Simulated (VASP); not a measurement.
Write the native input for VASP 6.6.1 that does the following.

| Quantity | Value |
| --- | --- |
| Task | single point |
| Functional | revPBE |
| Potentials or basis | VASP PAW PBE potentials, release 64 (Zr_sv) |
| Cutoff | 520 eV |
| k mesh | 10 × 10 × 10 |
| Occupations | fermi-dirac, width 0.1 eV |
| Spin | no spin polarisation |
| Dipole correction | no |
| Further INCAR settings | ALGO = Normal; EDIFF = 1e-06; NBANDS = 19 |

The structure of Zr lies in POSCAR:

```
Zr
1.0
    0.0000000000      3.2961895049      3.2961895049
    3.2961895049      0.0000000000      3.2961895049
    3.2961895049      3.2961895049      0.0000000000
Zr
2
Direct
    0.1250000000      0.1250000000      0.1250000000
    0.8750000000      0.8750000000      0.8750000000
```

This cell differs from its parent crystal: volume scaled by 1.12.

One way to write it, as run:

INCAR

```
SYSTEM = Zr
PREC = Accurate
ENCUT = 520
EDIFF = 1E-6
ISMEAR = -1
SIGMA = 0.1
LREAL = .False.
LASPH = .True.
NELM = 100
ALGO = Normal
ISIF = 2
LWAVE = .False.
LCHARG = .True.
GGA = RE
LELF = .True.
LVHAR = .True.
NBANDS = 19
```

KPOINTS

```
Automatic mesh
0
Gamma
  10 10 10
  0 0 0
```

Potentials or basis: VASP PAW PBE potentials, release 64 (Zr_sv).

Run with:

```sh
$ cat potpaw_PBE.64/Zr_sv/POTCAR > POTCAR
$ mpirun -np 1 vasp_std > vasp.out
```

It gave:

| Property | Result |
| --- | --- |
| Pressure | -2.6 GPa |
| Band gap on the k mesh | zero (band 12 reaches 4.55 eV, above the bottom of band 13 at 4.42 eV) |

Caveat: the PAW data sets were made with another functional, which shifts forces and pressure a little.

Wall time 20 s on 1 thread of Intel(R) Xeon(R) 6975P-C (Granite Rapids), with other jobs on the host, peak memory 0.22 GiB.
